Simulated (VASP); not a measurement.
# TaN (F-43m) in VASP: a series of runs, part 2 of 3

VASP 6.6.1. The steps go on from the part before.

**3. Single point, r2SCAN, collinear spin (13.78 Å³/atom)**

This run uses another cell than the first one, of 13.78 Å³/atom.

File POSCAR:

```
TaN
1.0
    0.0000000000      2.3976468974      2.3976468974
    2.3976468974      0.0000000000      2.3976468974
    2.3976468974      2.3976468974      0.0000000000
Ta N
1 1
Direct
    0.0000000000      0.0000000000      0.0000000000
    0.2500000000      0.2500000000      0.2500000000
```

File INCAR.step1:

```
PREC = Accurate
ENCUT = 660
ISMEAR = 0
SIGMA = 0.05
LREAL = F
LASPH = T
NELM = 200
ISPIN = 2
MAGMOM = 0.05 0
LMAXMIX = 4
NBANDS = 19
GGA = PE
ALGO = Normal
EDIFF = 1E-5
LWAVE = T
LCHARG = F
GGA_COMPAT = F
```

File INCAR.step2:

```
PREC = Accurate
ENCUT = 660
EDIFF = 1E-6
ISMEAR = 0
SIGMA = 0.05
LREAL = F
LASPH = T
NELM = 200
ALGO = Normal
ISIF = 2
LWAVE = F
LCHARG = T
ISPIN = 2
MAGMOM = 0.05 0
LORBIT = 11
LMAXMIX = 4
METAGGA = R2SCAN
LMIXTAU = T
LELF = T
LVHAR = T
NBANDS = 19
ISTART = 1
GGA_COMPAT = F
```

File KPOINTS:

```
regular mesh
0
Gamma
  12 12 12
```

Potentials or basis: VASP PAW PBE potentials, release 64 (Ta_pv, N).

Started as:

```bash
> cat potpaw_PBE.64/Ta_pv/POTCAR potpaw_PBE.64/N/POTCAR > POTCAR
> cp INCAR.step1 INCAR
> mpirun -np 1 vasp_std > vasp.out
> cp INCAR.step2 INCAR
> mpirun -np 1 vasp_std > vasp.out
```

OUTCAR:

```text
PREC = Accurate
   ENCUT = 660
   EDIFF = 1E-6
   ISMEAR = 0
   LREAL = F
   LASPH = T
   NELM = 200
   ISIF = 2
   ISPIN = 2
   LORBIT = 11
   METAGGA = R2SCAN
   ISTART = 1

 ion  position               nearest neighbor table
   1  0.000  0.000  0.000-   2 2.08   2 2.08   2 2.08   2 2.08
   2  0.250  0.250  0.250-   1 2.08   1 2.08   1 2.08   1 2.08

  LATTYP: Found a face centered cubic cell.
 ALAT       =     4.7952937948

  Lattice vectors:

 A1 = (   0.0000000000,   2.3976468974,   2.3976468974)
 A2 = (   2.3976468974,   0.0000000000,   2.3976468974)
 A3 = (   2.3976468974,   2.3976468974,   0.0000000000)

Analysis of symmetry for initial positions (statically):
=====================================================================
 Subroutine PRICEL returns:
 Original cell was already a primitive cell.

 Routine SETGRP: Setting up the symmetry group for a
 face centered cubic supercell.

 Subroutine GETGRP returns: Found 24 space group operations
 (whereof 24 operations were pure point group operations)
 out of a pool of 48 trial point group operations.

The static configuration has the point symmetry T_d .

Analysis of symmetry for dynamics (positions and initial velocities):
=====================================================================
 Subroutine PRICEL returns:
 Original cell was already a primitive cell.

 Routine SETGRP: Setting up the symmetry group for a
 face centered cubic supercell.

 Subroutine GETGRP returns: Found 24 space group operations
 (whereof 24 operations were pure point group operations)
 out of a pool of 48 trial point group operations.

The dynamic configuration has the point symmetry T_d .

Analysis of structural, dynamic, and magnetic symmetry:
=====================================================================
 Subroutine PRICEL returns:
 Original cell was already a primitive cell.

 Routine SETGRP: Setting up the symmetry group for a
 face centered cubic supercell.

 Subroutine GETGRP returns: Found 24 space group operations
 (whereof 24 operations were pure point group operations)
 out of a pool of 48 trial point group operations.

The overall configuration has the point symmetry T_d .

 Subroutine INISYM returns: Found 24 space group operations
 (whereof 24 operations are pure point group operations),
 and found     1 'primitive' translations

----------------------------------------------------------------------------------------

                                     Primitive cell

  volume of cell :      27.5668

  direct lattice vectors                    reciprocal lattice vectors
     0.000000000  2.397646897  2.397646897    -0.208537796  0.208537796  0.208537796
     2.397646897  0.000000000  2.397646897     0.208537796 -0.208537796  0.208537796
     2.397646897  2.397646897  0.000000000     0.208537796  0.208537796 -0.208537796

  length of vectors
     3.390784760  3.390784760  3.390784760     0.361198058  0.361198058  0.361198058

  position of ions in fractional coordinates (direct lattice)
     0.000000000  0.000000000  0.000000000
     0.250000000  0.250000000  0.250000000

  ion indices of the primitive-cell ions
   primitive index   ion index
[... 64 lines left out ...]
 SYSTEM =  unknown system
   PREC   = accura    normal or accurate (medium, high low for compatibility)
   ISTART =      1    job   : 0-new  1-cont  2-samecut
   ICHARG =      0    charge: 1-file 2-atom 10-const
   ISPIN  =      2    spin polarized calculation?
   LNONCOLLINEAR =      F non collinear calculations
   LSORBIT =      F    spin-orbit coupling
   LASPH  =      T    aspherical Exc in radial PAW
   ENCUT  =  660.0 eV  48.51 Ry    6.96 a.u.   7.10  7.10  7.10*2*pi/ulx,y,z
   NELM   =    200;   NELMIN=  2; NELMDL=  0     # of ELM steps
   EDIFF  = 0.1E-05   stopping-criterion for ELM
   LREAL  =      F    real-space projection
   EDIFFG = 0.1E-04   stopping-criterion for IOM
   NSW    =      0    number of steps for IOM
   IBRION =     -1    ionic relax: 0-MD 1-quasi-New 2-CG
   NFREE  =      0    steps in history (QN), initial steepest desc. (CG)
   ISIF   =      2    stress and relaxation
   ISYM   =      2    0-nonsym 1-usesym 2-fastsym
   POTIM  = 0.5000    time-step for ionic-motion
   TEBEG  =    0.0;   TEEND  =   0.0 temperature during run
   PSTRESS=    0.0 pullay stress
   NELECT =      16.0000    total number of electrons
   NUPDOWN=      -1.0000    fix difference up-down
   EMIN   =  10.00;   EMAX   =-10.00  energy-range for DOS
   EFERMI =   0.00;   METHOD = LEGACY
   ISMEAR =     0;   SIGMA  =   0.05  broadening in eV -4-tet -1-fermi 0-gaus
   EFERMI_NEDOS =   21; number of points for ismear=-14 and -15
   IALGO  =     38    algorithm
   IMIX   =      4    mixing-type and parameters
     AMIX     =   0.40;   BMIX     =  1.00
     AMIX_MAG =   1.60;   BMIX_MAG =  1.00
  volume/ion in A,a.u.               =      13.78        93.01
  Fermi-wavevector in a.u.,A,eV,Ry     =   1.365588  2.580587 25.372550  1.864830
  Thomas-Fermi vector in A             =   2.491803
   LORBIT       =     11    0 simple, 1 ext, 2 COOP (PROOUT), +10 PAW based schemes
   METAGGA = R2SCAN    functional components
   LHFCALC =     F    Hartree Fock is set to
   AEXX    =    0.0000 exact exchange contribution
   IVDW    =     0    specifies the selected vdW correction
   LEPSILON=     F    determine dielectric tensor
   LRPA    =     F    only Hartree local field effects (RPA)
 spin polarized calculation
 Gauss-broadening in eV      SIGMA  =   0.05
  energy-cutoff  :      660.00
  volume of cell :       27.57
 maximum number of plane-waves:      1074
   NGX = 15   NGY = 15   NGZ = 15

 number of electron      16.0000000 magnetization      -0.0000021

 Free energy of the ion-electron system (eV)
  ---------------------------------------------------
  ext. energy  EPLUGINS =         0.00000000
  ---------------------------------------------------
  free energy    TOTEN  =       -59.34703930 eV

  energy without entropy =      -59.34457931  energy(sigma->0) =      -59.34580931

 E-fermi :   6.7179     XC(G=0): -12.6596

 val. band max:        6.7097275745   @ k =  -0.2500   0.4167   0.1667
 cond. band min:       6.7388720799   @ k =  -0.3333   0.4167   0.1667
 fundamental gap:      0.0291445053
 Fermi energy:         6.7179196585

 spin component 1

 k-point     1 :       0.0000    0.0000    0.0000
  band No.  band energies     occupation
      1     -30.4438      1.00000
      2     -30.4438      1.00000
      3     -30.4438      1.00000
      4     -11.8413      1.00000
      5      -0.5769      1.00000
      6      -0.5769      1.00000
[... 517 lines left out ...]
     18      24.2153      0.00000
     19      27.7197      0.00000

 [... further k-points ...]

 spin component 2

 k-point     1 :       0.0000    0.0000    0.0000
  band No.  band energies     occupation
      1     -30.4438      1.00000
      2     -30.4438      1.00000
      3     -30.4438      1.00000
      4     -11.8413      1.00000
      5      -0.5769      1.00000
      6      -0.5769      1.00000
[... 517 lines left out ...]
     18      24.2153      0.00000
     19      27.7197      0.00000

 [... further k-points ...]

------------------------ aborting loop because EDIFF is reached ----------------------------------------

  FORCE on cell =-STRESS in cart. coord.  units (eV):
  Direction    XX          YY          ZZ          XY          YZ          ZX
  --------------------------------------------------------------------------------------
  -------------------------------------------------------------------------------------
  Total       -1.4772150     -1.4772150     -1.4772150      0.0000000      0.0000000     -0.0000000
  in kB      -85.8556008    -85.8556008    -85.8556008      0.0000000      0.0000000     -0.0000000
  external PRESSURE =     -85.8556008 kB  Pullay stress =       0.0000000 kB

 VOLUME and BASIS-vectors are now :
 -----------------------------------------------------------------------------
  energy-cutoff  :      660.00
  volume of cell :       27.57
      direct lattice vectors                 reciprocal lattice vectors
     0.000000000  2.397646897  2.397646897    -0.208537796  0.208537796  0.208537796
     2.397646897  0.000000000  2.397646897     0.208537796 -0.208537796  0.208537796
     2.397646897  2.397646897  0.000000000     0.208537796  0.208537796 -0.208537796

 POSITION                                       TOTAL-FORCE (eV/Angst)
 -----------------------------------------------------------------------------------
      0.00000      0.00000      0.00000        -0.000000     -0.000000     -0.000000
      1.19882      1.19882      1.19882         0.000000      0.000000      0.000000
 -----------------------------------------------------------------------------------
    total drift:                               -0.000000     -0.000000     -0.000000

  FREE ENERGIE OF THE ION-ELECTRON SYSTEM (eV)
  ---------------------------------------------------
  free  energy   TOTEN  =       -59.3470392988 eV

  energy  without entropy=      -59.3445793140  energy(sigma->0) =      -59.34580931

 total charge

# of ion       s       p       d       tot
------------------------------------------
    1        0.307   6.221   2.331   8.859
    2        1.258   2.529   0.000   3.786
--------------------------------------------------
tot          1.565   8.750   2.331  12.646

 magnetization (x)

# of ion       s       p       d       tot
------------------------------------------
    1       -0.000  -0.000  -0.000  -0.000
    2        0.000  -0.000   0.000  -0.000
--------------------------------------------------
tot         -0.000  -0.000  -0.000  -0.000
```

Wall time 3.6 min (1 thread of AMD EPYC 9R45 (Zen 5), shared host); peak memory 0.21 GiB.

Results:

| Quantity | Value |
| --- | --- |
| Free energy | -59.3470 eV |
| Pressure | -8.6 GPa |
| Band gap on the k mesh | zero (filled and empty bands overlap) |
| Net moment | 0.00 μB per cell |
| Valence electrons inside the program's atomic spheres | Ta 8.86; N 3.79 |

Levels at points of the mesh, in eV from the Fermi level:
Spin up:
```
           k point  band 5  band 6  band 7  band 8  band 9  band 10  band 11  band 12
(0.00, 0.00, 0.00)   -7.29   -7.29   -7.29   -1.27    0.47     0.47     5.70     5.70
(0.50, 0.00, 0.00)   -7.36   -6.61   -6.61    0.24    1.11     1.11     3.93     3.93
(0.50, 0.50, 0.00)   -8.59   -5.17   -5.17   -2.63    1.05     2.18     2.95     2.95
```
Spin down:
| k point | band 6 | band 7 | band 8 | band 9 | band 10 | band 11 |
| --- | --- | --- | --- | --- | --- | --- |
| (0.00, 0.00, 0.00) | -7.29 | -7.29 | -1.27 | 0.47 | 0.47 | 5.70 |
| (0.50, 0.00, 0.00) | -6.61 | -6.61 | 0.24 | 1.11 | 1.11 | 3.93 |
| (0.50, 0.50, 0.00) | -5.17 | -5.17 | -2.63 | 1.05 | 2.18 | 2.95 |

Caveat: the cell stands under tension; the PAW data sets were made with another functional, which shifts forces and pressure a little; spin-orbit coupling is left out, which moves the levels of the heavy elements.

**4. Single point, r2SCAN, collinear spin (14.18 Å³/atom)**

This run uses another cell than the first one, of 14.18 Å³/atom.

File POSCAR:

```
TaN
1.0
    0.0000000000      2.4204830041      2.4204830041
    2.4204830041      0.0000000000      2.4204830041
    2.4204830041      2.4204830041      0.0000000000
Ta N
1 1
Direct
    0.0000000000      0.0000000000      0.0000000000
    0.2500000000      0.2500000000      0.2500000000
```

File INCAR.step1:

```
PREC = Accurate ; ENCUT = 660
ISMEAR = 0 ; SIGMA = 0.05
LREAL = F ; LASPH = T
NELM = 200 ; ISPIN = 2
MAGMOM = 0.05 0 ; LMAXMIX = 4
NBANDS = 19 ; GGA = PE
ALGO = Normal ; EDIFF = 1E-5
LWAVE = T ; LCHARG = F
GGA_COMPAT = F
```

File INCAR.step2:

```
PREC = Accurate ; ENCUT = 660
EDIFF = 1E-6 ; ISMEAR = 0
SIGMA = 0.05 ; LREAL = F
LASPH = T ; NELM = 200
ALGO = Normal ; ISIF = 2
LWAVE = F ; LCHARG = F
ISPIN = 2 ; MAGMOM = 0.05 0
LORBIT = 11 ; LMAXMIX = 4
METAGGA = R2SCAN ; LMIXTAU = T
NBANDS = 19 ; ISTART = 1
GGA_COMPAT = F
```

KPOINTS is that of step 3.

Started as:

```bash
> cat potpaw_PBE.64/Ta_pv/POTCAR potpaw_PBE.64/N/POTCAR > POTCAR
> cp INCAR.step1 INCAR
> mpirun -np 1 vasp_std > vasp.out
> cp INCAR.step2 INCAR
> mpirun -np 1 vasp_std > vasp.out
```

It took 4.5 min on 1 thread of AMD EPYC 9R45 (Zen 5), shared host; peak memory 0.22 GiB.

Results (log left out):

- Free energy: -59.2895 eV
- Pressure: -14.6 GPa
- Band gap on the k mesh: zero (filled and empty bands overlap)
- Net moment: 0.00 μB per cell
- Valence electrons inside the program's atomic spheres: Ta 8.80; N 3.76

Levels at points of the mesh, in eV from the Fermi level:
Spin up:
```tsv
k point	band 5	band 6	band 7	band 8	band 9	band 10	band 11	band 12
(0.00, 0.00, 0.00)	-7.10	-7.10	-7.10	-1.30	0.46	0.46	5.53	5.53
(0.50, 0.00, 0.00)	-7.23	-6.44	-6.44	0.23	1.07	1.07	3.80	3.80
(0.50, 0.50, 0.00)	-8.37	-5.07	-5.07	-2.55	1.00	2.09	2.84	2.84
```
Spin down:
| k point | band 5 | band 6 | band 7 | band 8 | band 9 | band 10 | band 11 | band 12 |
| --- | --- | --- | --- | --- | --- | --- | --- | --- |
| (0.00, 0.00, 0.00) | -7.10 | -7.10 | -7.10 | -1.30 | 0.46 | 0.46 | 5.53 | 5.53 |
| (0.50, 0.00, 0.00) | -7.23 | -6.44 | -6.44 | 0.23 | 1.07 | 1.07 | 3.80 | 3.80 |
| (0.50, 0.50, 0.00) | -8.37 | -5.07 | -5.07 | -2.55 | 1.00 | 2.09 | 2.84 | 2.84 |

Caveat: the cell stands under tension; the PAW data sets were made with another functional, which shifts forces and pressure a little; spin-orbit coupling is left out, which moves the levels of the heavy elements.

**5. Single point, r2SCAN, collinear spin (13.25 Å³/atom)**

This run uses another cell than the first one, of 13.25 Å³/atom.

File POSCAR:

```
TaN
1.0
    0.0000000000      2.3665051011      2.3665051011
    2.3665051011      0.0000000000      2.3665051011
    2.3665051011      2.3665051011      0.0000000000
Ta N
1 1
Direct
    0.0000000000      0.0000000000      0.0000000000
    0.2500000000      0.2500000000      0.2500000000
```

File INCAR.step1:

```
SYSTEM = TaN
ALGO = Normal
EDIFF = 1E-5
ENCUT = 660
GGA = PE
GGA_COMPAT = .FALSE.
ISMEAR = 0
ISPIN = 2
LASPH = .TRUE.
LCHARG = .FALSE.
LMAXMIX = 4
LREAL = .FALSE.
LWAVE = .TRUE.
MAGMOM = 0.05 0
NBANDS = 19
NELM = 200
PREC = Accurate
SIGMA = 0.05
```

File INCAR.step2:

```
SYSTEM = TaN
ALGO = Normal
EDIFF = 1E-6
ENCUT = 660
GGA_COMPAT = .FALSE.
ISIF = 2
ISMEAR = 0
ISPIN = 2
ISTART = 1
LASPH = .TRUE.
LCHARG = .TRUE.
LELF = .TRUE.
LMAXMIX = 4
LMIXTAU = .TRUE.
LORBIT = 11
LREAL = .FALSE.
LVHAR = .TRUE.
LWAVE = .FALSE.
MAGMOM = 0.05 0
METAGGA = R2SCAN
NBANDS = 19
NELM = 200
PREC = Accurate
SIGMA = 0.05
```

File KPOINTS:

```
k-points
0
G
  12 12 12
  0 0 0
```

Started as:

```bash
> cat potpaw_PBE.64/Ta_pv/POTCAR potpaw_PBE.64/N/POTCAR > POTCAR
> cp INCAR.step1 INCAR
> mpirun -np 1 vasp_std > vasp.out
> cp INCAR.step2 INCAR
> mpirun -np 1 vasp_std > vasp.out
```

It took 2.5 min on 1 thread of Intel Xeon 6975P-C (Granite Rapids), shared host; peak memory 0.24 GiB.

The run converged. Its results:

```
Free energy                                           : -59.3721 eV
Pressure                                              : 1.2 GPa
Band gap on the k mesh                                : zero (filled and empty bands overlap)
Net moment                                            : 0.00 μB per cell
Valence electrons inside the program's atomic spheres : Ta 8.94; N 3.82
```

Levels at points of the mesh, in eV from the Fermi level:
Spin up:
| k point | band 4 | band 5 | band 6 | band 7 | band 8 | band 9 | band 10 | band 11 | band 12 | band 13 |
| --- | --- | --- | --- | --- | --- | --- | --- | --- | --- | --- |
| (0.00, 0.00, 0.00) | -18.84 | -7.57 | -7.57 | -7.57 | -1.23 | 0.50 | 0.50 | 5.93 | 5.93 | 5.93 |
| (0.50, 0.00, 0.00) | -17.65 | -7.53 | -6.85 | -6.85 | 0.26 | 1.18 | 1.18 | 4.12 | 4.12 | 4.24 |
| (0.50, 0.50, 0.00) | -17.25 | -8.90 | -5.29 | -5.29 | -2.72 | 1.12 | 2.32 | 3.11 | 3.11 | 9.69 |
Spin down:
```csv
k point,band 6,band 7,band 8,band 9,band 10,band 11
"(0.00, 0.00, 0.00)",-7.57,-7.57,-1.23,0.50,0.50,5.93
"(0.50, 0.00, 0.00)",-6.85,-6.85,0.26,1.18,1.18,4.12
"(0.50, 0.50, 0.00)",-5.29,-5.29,-2.72,1.12,2.32,3.11
```

Caveat: the PAW data sets were made with another functional, which shifts forces and pressure a little; spin-orbit coupling is left out, which moves the levels of the heavy elements.

(Part 2 of 3 ends here.)
